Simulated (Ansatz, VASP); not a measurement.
Two plane-wave programs on Ti

Contents of INCAR:

```
SYSTEM = Ti
PREC = Accurate
ENCUT = 520
EDIFF = 1E-6
ISMEAR = -1
SIGMA = 0.1
LREAL = .FALSE.
LASPH = .TRUE.
NELM = 60
ALGO = Normal
ISIF = 2
LWAVE = .FALSE.
LCHARG = .FALSE.
GGA = PE
NBANDS = 12
```

The input KPOINTS:

```
regular mesh
0
G
  22 22 22
  0 0 0
```

Contents of POSCAR:

```
Ti
1.0
    0.0000000000      2.0298689918      2.0298689918
    2.0298689918      0.0000000000      2.0298689918
    2.0298689918      2.0298689918      0.0000000000
Ti
1
Direct
    0.0000000000      0.0000000000      0.0000000000
```

Input for Ansatz:

```yaml
crystal:
  lattice:
    - [0.0, 2.0298689918, 2.0298689918]
    - [2.0298689918, 0.0, 2.0298689918]
    - [2.0298689918, 2.0298689918, 0.0]
  atoms:
    - { symbol: Ti, position: [0.0, 0.0, 0.0] }
hamiltonian:
  xc: pbe
  pseudopotentials:
    kind: paw
    azcp:
      Ti: "pseudopotentials/Ti.paw.azcp"
basis:
  ecutwfc: 420
  fft_grid_basis: typed
kpoints:
  mp_grid: { grid: [22, 22, 22], shift: [0, 0, 0] }
magnetization:
  spin_polarized: false
scf:
  occupations: { method: fermi_dirac, width: 0.1 }
output:
  stress: true
```

Alike in both runs: task single point; functional PBE; k mesh 22 × 22 × 22; occupations fermi-dirac, width 0.1 eV; no spin polarisation.

```csv
,VASP,Ansatz
version,VASP 6.6.1,Ansatz 0.2.0
potentials or method,"VASP PAW PBE potentials, release 64 (Ti_sv), cutoff 520 eV","plane waves (420 eV) with PAW, scalar-relativistic"
valence electrons in the cell,12,12
```

VASP gave:

| Quantity | Value |
| --- | --- |
| pressure (GPa) | 4.4 |

Estimate Ansatz's values.

pressure (GPa): 4.7.
